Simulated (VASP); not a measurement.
# MgS in VASP: notebook, part 2 of 2

VASP 6.6.1. Earlier steps stand in the parts before.

## 4. Single point, PBE (biaxial xy strain -1.6%)

File INCAR:

```
PREC = Accurate
ENCUT = 520
EDIFF = 1E-6
ISMEAR = 0
SIGMA = 0.01
LREAL = False
LASPH = True
NELM = 100
ALGO = Normal
ISIF = 2
LWAVE = False
LCHARG = True
GGA = PE
LELF = True
LVHAR = True
NBANDS = 11
```

File KPOINTS:

```
Automatic mesh
0
Gamma
  4 4 4
```

File POSCAR:

```
MgS
1.0
    0.0000000000      2.7858638577      2.8308747665
    2.7858638577      0.0000000000      2.8308747665
    2.7858638577      2.7858638577      0.0000000000
Mg S
1 1
Direct
    0.0000000000      0.0000000000      0.0000000000
    0.7500000000      0.7500000000      0.7500000000
```

On the command line:

```console
cat potpaw_PBE.64/Mg/POTCAR potpaw_PBE.64/S/POTCAR > POTCAR
mpirun -np 1 vasp_std > vasp.out
```

It took 14 s on 1 thread of Intel Xeon Platinum 8488C (Sapphire Rapids), shared host; peak memory 0.16 GiB.

The run converged. Its results:

| Property | Result |
| --- | --- |
| Free energy | -8.4375 eV |
| Pressure | 3.1 GPa |
| Band gap on the k mesh | 3.60 eV |

Stress tensor (GPa, compression positive):
```
3.17 0.00 0.00
0.00 3.17 0.00
0.00 0.00 2.84
```

Levels at points of the mesh, in eV from the valence-band top:
| k point | band 1 | band 2 | band 3 | band 4 | band 5 | band 6 | band 7 | band 8 |
| --- | --- | --- | --- | --- | --- | --- | --- | --- |
| (0.00, 0.00, 0.00) | -11.39 | -0.04 | 0.00 | 0.00 | 3.60 | 8.00 | 8.02 | 8.02 |
| (0.50, 0.00, 0.00) | -10.66 | -3.25 | -0.39 | -0.31 | 5.21 | 7.59 | 7.74 | 8.74 |
| (0.50, 0.50, 0.00) | -10.44 | -2.97 | -1.03 | -1.03 | 3.86 | 5.75 | 11.33 | 12.59 |
| (0.50, 0.00, 0.50) | -10.41 | -2.89 | -1.11 | -1.11 | 3.82 | 5.63 | 11.52 | 12.35 |

Caveat: the k points lie up to 0.49 Å⁻¹ apart; the cell differs from its parent crystal (biaxial xy strain -1.6%). A k mesh can miss the band edges.

## 5. Single point, PBE (uniaxial y strain +2.5%)

File INCAR:

```
SYSTEM = MgS
PREC = Accurate
ENCUT = 520
EDIFF = 1E-6
ISMEAR = 0
SIGMA = 0.01
LREAL = .FALSE.
LASPH = .TRUE.
NELM = 60
ALGO = Normal
ISIF = 2
LWAVE = .FALSE.
LCHARG = .FALSE.
GGA = PE
NBANDS = 11
```

File KPOINTS:

```
regular mesh
0
G
  4 4 4
  0 0 0
```

File POSCAR:

```
MgS
1.0
    0.0000000000      2.9019297231      2.8308747665
    2.8308747665      0.0000000000      2.8308747665
    2.8308747665      2.9019297231      0.0000000000
Mg S
1 1
Direct
    0.0000000000      0.0000000000      0.0000000000
    0.7500000000      0.7500000000      0.7500000000
```

Potentials or basis: VASP PAW PBE potentials, release 64 (Mg, S).

On the command line:

```console
cat potpaw_PBE.64/Mg/POTCAR potpaw_PBE.64/S/POTCAR > POTCAR
mpirun -np 1 vasp_std > vasp.out
```

OUTCAR:

```text
SYSTEM = MgS
   PREC = Accurate
   ENCUT = 520
   EDIFF = 1E-6
   ISMEAR = 0
   LREAL = .FALSE.
   LASPH = .TRUE.
   NELM = 60
   ISIF = 2
   GGA = PE

 ion  position               nearest neighbor table
   1  0.000  0.000  0.000-   2 2.47   2 2.47   2 2.47   2 2.47
   2  0.750  0.750  0.750-   1 2.47   1 2.47   1 2.47   1 2.47

  LATTYP: Found a body centered tetragonal cell.
 ALAT       =     4.0034614882
 C/A-ratio  =     1.4497103228

  Lattice vectors:

[... 356 lines left out ...]

  FORCE on cell =-STRESS in cart. coord.  units (eV):
  Direction    XX          YY          ZZ          XY          YZ          ZX
  --------------------------------------------------------------------------------------
  -------------------------------------------------------------------------------------
  Total       -0.0592817     -0.2377176     -0.0592817      0.0000000     -0.0000000      0.0000000
  in kB       -2.0420798     -8.1886759     -2.0420798      0.0000000     -0.0000000      0.0000000
  external PRESSURE =      -4.0909452 kB  Pullay stress =       0.0000000 kB

 VOLUME and BASIS-vectors are now :
 -----------------------------------------------------------------------------
  energy-cutoff  :      520.00
  volume of cell :       46.51
      direct lattice vectors                 reciprocal lattice vectors
     0.000000000  2.901929723  2.830874767    -0.176623850  0.172299142  0.176623850
     2.830874767  0.000000000  2.830874767     0.176623850 -0.172299142  0.176623850
     2.830874767  2.901929723  0.000000000     0.176623850  0.172299142 -0.176623850

 POSITION                                       TOTAL-FORCE (eV/Angst)
 -----------------------------------------------------------------------------------
      0.00000      0.00000      0.00000        -0.000000      0.000000     -0.000000
      4.24631      4.35289      4.24631         0.000000     -0.000000      0.000000
 -----------------------------------------------------------------------------------
    total drift:                                0.000000     -0.000000      0.000000

  FREE ENERGIE OF THE ION-ELECTRON SYSTEM (eV)
  ---------------------------------------------------
  free  energy   TOTEN  =        -8.4570676189 eV

  energy  without entropy=       -8.4570676189  energy(sigma->0) =       -8.45706762
```

stdout:

```text
POSCAR found type information on POSCAR MgS
 POSCAR found :  2 types and       2 ions
 scaLAPACK will be used
 LDA part: xc-table for (Slater+PW92), standard interpolation
 POSCAR, INCAR and KPOINTS ok, starting setup
 FFT: planning ... GRIDC
 FFT: planning ... GRID_SOFT
 FFT: planning ... GRID
 WAVECAR not read
 entering main loop
```

Wall time 7.3 s (1 thread of Intel Xeon Platinum 8488C (Sapphire Rapids), shared host); peak memory 0.16 GiB.

What came out:

```yaml
Free_energy: -8.4571 eV
Pressure: -0.4 GPa
Band_gap_on_the_k_mesh: 3.31 eV
```

Stress tensor (GPa, compression positive):
```
-0.20  0.00  0.00
 0.00 -0.82  0.00
 0.00  0.00 -0.20
```

Levels at points of the mesh, in eV from the valence-band top:
```
           k point  band 1  band 2  band 3  band 4  band 5  band 6  band 7  band 8
(0.00, 0.00, 0.00)  -11.21   -0.07    0.00    0.00    3.31    7.85    7.86    7.86
(0.50, 0.00, 0.00)  -10.56   -3.07   -0.40   -0.28    4.99    7.47    7.69    8.46
(0.50, 0.50, 0.00)  -10.34   -2.73   -1.07   -1.06    3.86    5.52   10.99   11.79
(0.50, 0.00, 0.50)  -10.38   -2.84   -0.95   -0.95    3.91    5.70   10.71   12.13
```

Caveat: the k points lie up to 0.48 Å⁻¹ apart; the cell differs from its parent crystal (uniaxial y strain +2.5%).

## 6. Single point, PBE (shear xy strain -1.0%)

File INCAR:

```
SYSTEM = MgS
PREC     = Accurate       ! precision mode
ENCUT    = 520            ! plane-wave cutoff, eV
EDIFF    = 1E-6           ! SCF threshold, eV
ISMEAR   = 0              ! smearing method
SIGMA    = 0.01           ! smearing width, eV
LREAL    = .False.        ! projectors in reciprocal space
LASPH    = .True.         ! aspherical terms in the spheres
NELM     = 80             ! most SCF steps
ALGO     = Normal         ! electronic algorithm
ISIF     = 2              ! what is computed and relaxed
LWAVE    = .False.        ! write WAVECAR
LCHARG   = .True.         ! write CHGCAR
GGA      = PE             ! functional
LELF     = .True.         ! ELF
LVHAR    = .True.       
NBANDS   = 11             ! bands
```

File KPOINTS:

```
Automatic mesh
0
Gamma
  4 4 4
  0 0 0
```

File POSCAR:

```
MgS
1.0
   -0.0145790050      2.8308747665      2.8308747665
    2.8308747665     -0.0145790050      2.8308747665
    2.8162957614      2.8162957614      0.0000000000
Mg S
1 1
Direct
    0.0009471395      0.0009471395     -0.0009471395
    0.7490528605      0.7490528605      0.7509471395
```

Potentials or basis: VASP PAW PBE potentials, release 64 (Mg, S).

On the command line:

```console
cat potpaw_PBE.64/Mg/POTCAR potpaw_PBE.64/S/POTCAR > POTCAR
mpirun -np 1 vasp_std > vasp.out
```

OUTCAR:

```text
SYSTEM = MgS
   PREC = Accurate
   ENCUT = 520
   EDIFF = 1E-6
   ISMEAR = 0
   LREAL = .False.
   LASPH = .True.
   NELM = 80
   ISIF = 2
   GGA = PE

 ion  position               nearest neighbor table
   1  0.001  0.001  0.999-   2 2.45   2 2.45   2 2.45   2 2.45
   2  0.749  0.749  0.751-   1 2.45   1 2.45   1 2.45   1 2.45

  LATTYP: Found a body centered orthorhombic cell.
 ALAT       =     3.9828436614
 B/A-ratio  =     1.0103533196
 C/A-ratio  =     1.4215344649

  Lattice vectors:

[... 431 lines left out ...]
------------------------ aborting loop because EDIFF is reached ----------------------------------------

  FORCE on cell =-STRESS in cart. coord.  units (eV):
  Direction    XX          YY          ZZ          XY          YZ          ZX
  --------------------------------------------------------------------------------------
  -------------------------------------------------------------------------------------
  Total        0.2890719      0.2890719      0.2880846      0.0908198      0.0000000      0.0000000
  in kB       10.2078890     10.2078890     10.1730269      3.2070867      0.0000000      0.0000000
  external PRESSURE =      10.1962683 kB  Pullay stress =       0.0000000 kB

 VOLUME and BASIS-vectors are now :
 -----------------------------------------------------------------------------
  energy-cutoff  :      520.00
  volume of cell :       45.37
      direct lattice vectors                 reciprocal lattice vectors
    -0.014579005  2.830874767  2.830874767    -0.175718898  0.175718898  0.176623850
     2.830874767 -0.014579005  2.830874767     0.175718898 -0.175718898  0.176623850
     2.816295761  2.816295761  0.000000000     0.177538172  0.177538172 -0.176623850

 POSITION                                       TOTAL-FORCE (eV/Angst)
 -----------------------------------------------------------------------------------
      2.81630      2.81630      0.00536         0.000000      0.000000      0.002300
      4.22444      4.22444      4.24095        -0.000000     -0.000000     -0.002300
 -----------------------------------------------------------------------------------
    total drift:                                0.000000      0.000000      0.000086

  FREE ENERGIE OF THE ION-ELECTRON SYSTEM (eV)
  ---------------------------------------------------
  free  energy   TOTEN  =        -8.4557531239 eV

  energy  without entropy=       -8.4557531239  energy(sigma->0) =       -8.45575312
```

OSZICAR:

```text
N       E                     dE             d eps       ncg     rms          rms(c)
DAV:   1     0.238136463751E+02    0.23814E+02   -0.33344E+03   412   0.574E+02
DAV:   2    -0.729281013364E+01   -0.31106E+02   -0.29271E+02   488   0.972E+01
DAV:   3    -0.896620004475E+01   -0.16734E+01   -0.16719E+01   495   0.253E+01
DAV:   4    -0.898029019242E+01   -0.14090E-01   -0.14089E-01   486   0.277E+00
DAV:   5    -0.898046792181E+01   -0.17773E-03   -0.17773E-03   504   0.306E-01    0.404E+00
DAV:   6    -0.848424968786E+01    0.49622E+00   -0.12157E+00   429   0.414E+00    0.309E+00
DAV:   7    -0.844849613845E+01    0.35754E-01   -0.27752E-01   468   0.216E+00    0.244E+00
DAV:   8    -0.845641115795E+01   -0.79150E-02   -0.23586E-02   429   0.934E-01    0.136E+00
DAV:   9    -0.845553269059E+01    0.87847E-03   -0.24054E-03   468   0.243E-01    0.437E-01
DAV:  10    -0.845574772285E+01   -0.21503E-03   -0.67300E-04   453   0.122E-01    0.104E-01
DAV:  11    -0.845575153813E+01   -0.38153E-05   -0.56965E-05   493   0.311E-02    0.556E-02
DAV:  12    -0.845575317250E+01   -0.16344E-05   -0.73992E-06   459   0.133E-02    0.789E-03
DAV:  13    -0.845575312389E+01    0.48605E-07   -0.36880E-07   450   0.297E-03
   1 F= -.84557531E+01 E0= -.84557531E+01  d E =-.145654E-11
```

It took 9.1 s on 1 thread of Intel Xeon Platinum 8488C (Sapphire Rapids), shared host; peak memory 0.16 GiB.

What came out:

* Free energy: -8.4558 eV
* Pressure: 1.0 GPa
* Band gap on the k mesh: 3.42 eV

Forces in eV/Å, atoms in the order of the input:
```
Mg   0.000  0.000  0.002
S    0.000  0.000 -0.002
```

Caveat: the k points lie up to 0.48 Å⁻¹ apart; the cell differs from its parent crystal (shear xy strain -1.0%). A k mesh can miss the band edges.

## 7. Overview

| cell | gap on the mesh (eV) | pressure (GPa) |
| --- | --- | --- |
| a = 4.003 Å, angles 60.0°, 2 atoms | 3.45 | 1.0 |
| a = 4.038 Å, angles 60.0°, 2 atoms | 3.33 | -0.4 |
| a = 3.972, b = 3.972, c = 3.940 Å, angles 60.3, 60.3, 59.5°, 2 atoms | 3.60 | 3.1 |
| a = 4.054, b = 4.003 Å, angles 60.4, 59.2, 60.4°, 2 atoms | 3.31 | -0.4 |
| a = 4.003, b = 4.003, c = 3.983 Å, angles 60.2, 60.2, 60.3°, 2 atoms | 3.42 | 1.0 |

Alike in all rows: task single point; level PBE; potentials or basis VASP PAW PBE potentials, release 64 (Mg, S); no spin polarisation; k mesh 4 × 4 × 4; cutoff (eV) 520; smearing gaussian 0.01 eV.

Caveats: all runs use coarse meshes.

Absolute energies hang on the potentials; compare differences alone.
